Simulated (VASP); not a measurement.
Wanted: the native input for a VASP 6.6.1 run.

```yaml
Task: single point
Functional: PBEsol
Potentials_or_basis: VASP PAW PBE potentials, release 64 (Mo_sv)
Cutoff: 520 eV
k_mesh: 17 × 17 × 17
Occupations: fermi-dirac, width 0.08 eV
Spin: no spin polarisation
Dipole_correction: no
Further_INCAR_settings: ALGO = Normal; EDIFF = 1e-06; NBANDS = 13
```

The structure of Mo lies in POSCAR:

```
Mo
1.0
   -1.5650663871      1.5650663871      1.5650663871
    1.5650663871     -1.5650663871      1.5650663871
    1.5650663871      1.5650663871     -1.5650663871
Mo
1
Direct
    0.0000000000      0.0000000000      0.0000000000
```

These files were run (other wordings do the same):

INCAR

```
  PREC = Accurate
  ENCUT = 520
  EDIFF = 1E-6
  ISMEAR = -1
  SIGMA = 0.08
  LREAL = F
  LASPH = T
  NELM = 80
  ALGO = Normal
  ISIF = 2
  LWAVE = F
  LCHARG = F
  GGA = PS
  NBANDS = 13
```

KPOINTS

```
regular mesh
0
Gamma
  17 17 17
```

Potentials or basis: VASP PAW PBE potentials, release 64 (Mo_sv).

Command:

```bash
$ cat potpaw_PBE.64/Mo_sv/POTCAR > POTCAR
$ mpirun -np 1 vasp_std > vasp.out
```

Results of the run:

```yaml
Pressure: 0.6 GPa
Band_gap_on_the_k_mesh: zero (band 7 reaches 16.65 eV, above the bottom of band 8 at 11.37 eV)
```

Caveat: the PAW data sets were made with another functional, which shifts forces and pressure a little.

Run time: 28 s on 1 thread of Intel Xeon 8259CL, with other jobs on the host, peak memory 0.15 GiB.
